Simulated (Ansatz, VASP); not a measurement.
## Al3GaN4: VASP beside Ansatz

The input POSCAR:

```
Al3GaN4
1.0
    5.0380821985      0.0000000000      0.0000609633
    0.0000000000      3.1249488273      0.0000000000
   -0.0032907418      0.0000000000      5.4103929818
Al Ga N
3 1 4
Direct
    0.5082990773      0.5000000000      0.1726289839
    0.0006683705      0.5000000000      0.8349019374
    0.0010043255      0.0000000000      0.3316444641
    0.4994946875      0.0000000000      0.6662044640
    0.1107069781      0.0000000000      0.6663170124
    0.1226755900      0.5000000000      0.1671322918
    0.6254135993      0.5000000000      0.8406810063
    0.6234137866      0.0000000000      0.3258647496
```

INCAR.step1

```
SYSTEM = Al3GaN4
PREC = Accurate ; ENCUT = 520
ISMEAR = 0 ; SIGMA = 0.05
LREAL = .FALSE. ; LASPH = .TRUE.
NELM = 80 ; NBANDS = 31
GGA = PE ; ALGO = Normal
EDIFF = 1E-4 ; LWAVE = .TRUE.
LCHARG = .FALSE.
```

INCAR.step2

```
SYSTEM = Al3GaN4
PREC = Accurate ; ENCUT = 520
EDIFF = 1E-7 ; ISMEAR = 0
SIGMA = 0.05 ; LREAL = .FALSE.
LASPH = .TRUE. ; NELM = 80
ALGO = Normal ; ISIF = 2
LWAVE = .FALSE. ; LCHARG = .FALSE.
METAGGA = R2SCAN ; LMIXTAU = .TRUE.
NBANDS = 31 ; ISTART = 1
```

Contents of KPOINTS:

```
Automatic mesh
0
G
  6 8 4
  0 0 0
```

Input for Ansatz:

```yaml
crystal:
  lattice:
    - [5.0380821985, 0.0, 6.09633e-05]
    - [0.0, 3.1249488273, 0.0]
    - [-0.0032907418, 0.0, 5.4103929818]
  atoms:
    - { symbol: Al, position: [0.5082990773, 0.5, 0.1726289839] }
    - { symbol: Al, position: [0.0006683705, 0.5, 0.8349019374] }
    - { symbol: Al, position: [0.0010043255, 0.0, 0.3316444641] }
    - { symbol: Ga, position: [0.4994946875, 0.0, 0.666204464] }
    - { symbol: "N", position: [0.1107069781, 0.0, 0.6663170124] }
    - { symbol: "N", position: [0.12267559, 0.5, 0.1671322918] }
    - { symbol: "N", position: [0.6254135993, 0.5, 0.8406810063] }
    - { symbol: "N", position: [0.6234137866, 0.0, 0.3258647496] }
basis:
  ecutwfc: 500
kpoints:
  mp_grid: { grid: [6, 8, 4] }
hamiltonian:
  xc: r2scan
scf:
  occupations: { method: gaussian, width: 0.05 }
output:
  forces: true
  stress: true
  eigenvalues: true
```

Alike in both runs: task single point; functional r2SCAN; k mesh 6 × 8 × 4; occupations gaussian, width 0.05 eV; no spin polarisation.

|  | VASP | Ansatz |
| --- | --- | --- |
| version | VASP 6.6.1 | Ansatz 0.2.0 |
| potentials or method | VASP PAW PBE potentials, release 64 (Al, Ga_d, N), cutoff 520 eV | scalar-relativistic, plane waves, PAW |
| valence electrons in the cell | 42 | 42 |

Ansatz gave:

- gap on the k mesh at the Fermi level (eV): 4.10
- least direct gap on the mesh (eV): 4.10
- pressure (GPa): 0.1
- traceless stress, the component that is largest in VASP (GPa): 0.93
- rms of the force components (eV/Å): 0.245

**Question.** Estimate VASP's values.

**Answer.** gap on the k mesh at the Fermi level (eV): 4.12; least direct gap on the mesh (eV): 4.12; pressure (GPa): 0.1; traceless stress, the component that is largest in VASP (GPa): 0.94; rms of the force components (eV/Å): 0.249.

VASP's potentials were made for PBE, not for r2SCAN. Atom by atom the forces differ by 0.029 eV/Å (rms over components). The functional is the same, so the differences come from potentials, cutoffs and numerics.
